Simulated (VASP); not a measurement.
Runs of VASP 6.6.1 on LiF. The structure is that of space group F-43m (No. 216), or close to it. The cells are those of the table. 

| level | cell | k mesh | smearing | grid for exact exchange (PRECFOCK) | screening parameter | gap on the mesh (eV) |
| --- | --- | --- | --- | --- | --- | --- |
| r2SCAN | a = 3.030 Å, angles 61.1°, 2 atoms | 10 × 10 × 10 | gaussian 0.01 eV | - | - | (a) |
| HSE06 | a = 3.009, b = 3.009, c = 2.984 Å, angles 60.3, 60.3, 59.5°, 2 atoms | 8 × 8 × 8 | gaussian 0.01 eV | Normal | 0.2079 1/Å | 10.27 |
| r2SCAN | a = 2.966 Å, angles 60.0°, 2 atoms | 10 × 10 × 10 | gaussian 0.01 eV | - | - | 9.10 |
| r2SCAN | a = 3.009, b = 3.009, c = 2.984 Å, angles 60.3, 60.3, 59.5°, 2 atoms | 10 × 10 × 10 | gaussian 0.01 eV | - | - | (b) |
| PBE | a = 3.009, b = 3.009, c = 2.984 Å, angles 60.3, 60.3, 59.5°, 2 atoms | 10 × 10 × 10 | fermi-dirac 0.02 eV | - | - | 8.09 |

Alike in all rows: task single point; potentials or basis VASP PAW PBE potentials, release 64 (Li_sv, F); no spin polarisation; cutoff (eV) 520.

**Question.** Estimate the missing entries.

**Answer.** (a) 8.58; (b) 8.91.

A k mesh can miss the band edges.
